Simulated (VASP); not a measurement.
A run of VASP 6.6.1 is set up as follows.

Contents of INCAR:

```
PREC = Accurate
ENCUT = 520
EDIFF = 1E-6
ISMEAR = 0
SIGMA = 0.1
LREAL = F
LASPH = T
NELM = 100
ALGO = Normal
ISIF = 2
LWAVE = F
LCHARG = T
GGA = PE
LELF = T
LVHAR = T
NBANDS = 30
```

The input KPOINTS:

```
Automatic mesh
0
Gamma
  6 6 2
```

POSCAR

```
Ca3Si2N
1.0
    4.2165615600      0.0000000000      0.0000000000
   -2.1082807800      3.6516494300      0.0000000000
    0.0000000000      0.0000000000      8.5107336200
Ca Si N
3 2 1
Direct
    0.0000000000      0.0000000000      0.5000000000
    0.3333333300      0.6666666700      0.0000000000
    0.3333333300      0.6666666700      0.5000000000
    0.6666666700      0.3333333300      0.2494100000
    0.6666666700      0.3333333300      0.7505900000
    0.0000000000      0.0000000000      0.0000000000
```

Potentials or basis: VASP PAW PBE potentials, release 64 (Ca_sv, Si, N).

Launch:

```console
$ cat potpaw_PBE.64/Ca_sv/POTCAR potpaw_PBE.64/Si/POTCAR potpaw_PBE.64/N/POTCAR > POTCAR
$ mpirun -np 1 vasp_std > vasp.out
```

Task: What does it give for the pressure?

Result: 0.6 GPa.

Task: Predict the band gap on the k mesh.

Result: Zero (an odd number of electrons rules out a gap without spin polarisation).

Forces in eV/Å, atoms in the order of the input:
```
Ca   0.000  0.000  0.000
Ca   0.000  0.000  0.000
Ca   0.000  0.000  0.000
Si   0.000  0.000  0.838
Si   0.000  0.000 -0.838
N    0.000  0.000  0.000
```

Caveat: the k points lie up to 0.37 Å⁻¹ apart, too coarse for converged energies and pressures of a metal.
